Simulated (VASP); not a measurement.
# KMgF3: single point with PBEsol

The system is KMgF3.

```
K Mg F
1.0
     3.99088    0.00000    0.00000
     0.00000    3.99088    0.00000
     0.00000    0.00000    3.99088
K Mg F
1 1 3
Direct
  0.50000 0.50000 0.50000
  0.00000 0.00000 0.00000
  0.50000 0.00000 0.00000
  0.00000 0.50000 0.00000
  0.00000 0.00000 0.50000
```

```
Program                : VASP 6.6.1
Task                   : single point
Functional             : PBEsol
Potentials or basis    : VASP PAW PBE potentials, release 64 (K_sv, Mg, F)
Cutoff                 : 520 eV
k mesh                 : 6 × 6 × 6
Occupations            : gaussian, width 0.02 eV
Spin                   : no spin polarisation
Dipole correction      : no
Further INCAR settings : ALGO = Normal; EDIFF = 1e-07; NBANDS = 24
```

| Quantity | Value |
| --- | --- |
| Pressure | -0.3 GPa |
| Band gap on the k mesh | 7.10 eV, indirect (least direct gap 7.42 eV) |

Levels at points of the mesh, in eV from the valence-band top:
```tsv
k point	band 13	band 14	band 15	band 16	band 17	band 18	band 19	band 20
(0.00, 0.00, 0.00)	-0.63	-0.32	-0.32	-0.32	7.10	9.94	9.94	12.13
(0.50, 0.00, 0.00)	-0.87	-0.87	-0.53	-0.53	9.93	10.25	11.00	12.72
(0.50, 0.50, 0.00)	-1.05	-0.90	-0.90	-0.02	10.79	11.56	12.41	12.41
(0.50, 0.50, 0.50)	-1.13	0.00	0.00	0.00	10.29	10.29	10.29	13.77
```

Wall time 27 s on 1 thread of AMD EPYC 7R13 Processor (Zen 3), with other jobs on the host, peak memory 0.15 GiB.

Caveat: the PAW data sets were made with another functional, which shifts forces and pressure a little. Expect the measured gap to be larger: semilocal functionals such as PBEsol lack the derivative discontinuity.
